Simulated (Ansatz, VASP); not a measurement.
Two plane-wave programs on LiF

The input INCAR:

```
PREC = Accurate ; ENCUT = 750
EDIFF = 1E-6 ; ISMEAR = 0
SIGMA = 0.01 ; LREAL = F
LASPH = T ; NELM = 120
ALGO = Normal ; ISIF = 2
LWAVE = F ; LCHARG = T
GGA = PE ; LELF = T
LVHAR = T ; NBANDS = 12
GGA_COMPAT = F
```

File KPOINTS:

```
Automatic mesh
0
Gamma
  4 4 4
```

File POSCAR:

```
LiF
1.0
    0.0000000000      1.9719068400      1.9719068400
    1.9719068400      0.0000000000      1.9719068400
    1.9719068400      1.9719068400      0.0000000000
Li F
1 1
Direct
    0.0000000000      0.0000000000      0.0000000000
    0.5000000000      0.5000000000      0.5000000000
```

Input for Ansatz:

```yaml
crystal:
  lattice:
    - [0.0, 1.97190684, 1.97190684]
    - [1.97190684, 0.0, 1.97190684]
    - [1.97190684, 1.97190684, 0.0]
  atoms:
    - { symbol: Li, position: [0.0, 0.0, 0.0] }
    - { symbol: F, position: [0.5, 0.5, 0.5] }
basis:
  precision: f64
  xc_grid: 2
  ecutwfc: 700
  ecutrho_ratio: 4
kpoints:
  mp_grid: { grid: [4, 4, 4], shift: [0, 0, 0] }
hamiltonian:
  xc: pbe
  dispersion: none
  pseudopotentials:
    kind: paw
    azcp:
      F: "pseudopotentials/F.paw.azcp"
      Li: "pseudopotentials/Li.paw.azcp"
magnetization:
  spin_polarized: false
scf:
  lower_state_search: "off"
  max_iter: 200
  occupations: { method: fixed }
  convergence: { dr2_threshold: "1e-10 eV" }
output:
  forces: true
  stress: true
  eigenvalues: true
```

Alike in both runs: task single point; functional PBE; k mesh 4 × 4 × 4; no spin polarisation.

|  | VASP | Ansatz |
| --- | --- | --- |
| version | VASP 6.6.1 | Ansatz 0.2.0-dev |
| potentials or method | VASP PAW PBE potentials, release 64 (Li_sv, F), cutoff 750 eV | hard PAW set made for 700 eV |
| occupations | gaussian, width 0.01 eV | fixed |

Ansatz gave:

| Property | Result |
| --- | --- |
| gap on the k mesh at the Fermi level (eV) | 9.65 |

Task: Estimate VASP's values.

Result: gap on the k mesh at the Fermi level (eV): 9.66.

The k mesh is coarse, so the values compare programs but aren't converged.
